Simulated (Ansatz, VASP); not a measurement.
# PbSe in VASP and in Ansatz

```xyz
4
Lattice="2.1549 -6.1339 0.0000 2.1549 6.1339 0.0000 0.0000 0.0000 4.4505" Properties=species:S:1:pos:R:3 pbc="T T T"
Pb    2.1549   -1.6164    3.3379
Pb    2.1549    1.6164    1.1126
Se    2.1549   -4.4323    3.3379
Se    2.1549    4.4323    1.1126
```

Alike in both runs: task single point; functional r2SCAN; k mesh 6 × 6 × 4; no spin polarisation.

|  | VASP | Ansatz |
| --- | --- | --- |
| version | VASP 6.6.1 | Ansatz 0.2.0 |
| potentials or method | VASP PAW PBE potentials, release 64 (Pb_d, Se), cutoff 520 eV | plane waves, PAW |
| occupations | gaussian, width 0.01 eV | fixed |
| valence electrons in the cell | 40 | 60 |

Ansatz gave:

- pressure (GPa): -0.1
- traceless stress, the component that is largest in VASP (GPa): -0.14

Q: Estimate VASP's values.

A: Pressure (GPa): -0.1; traceless stress, the component that is largest in VASP (GPa): -0.12.

VASP's potentials were made for PBE, not for r2SCAN. VASP's potentials hold 40 valence electrons a cell and Ansatz's 60, so a difference there can come from the potentials and not from the codes.

Spin-orbit coupling is off throughout.
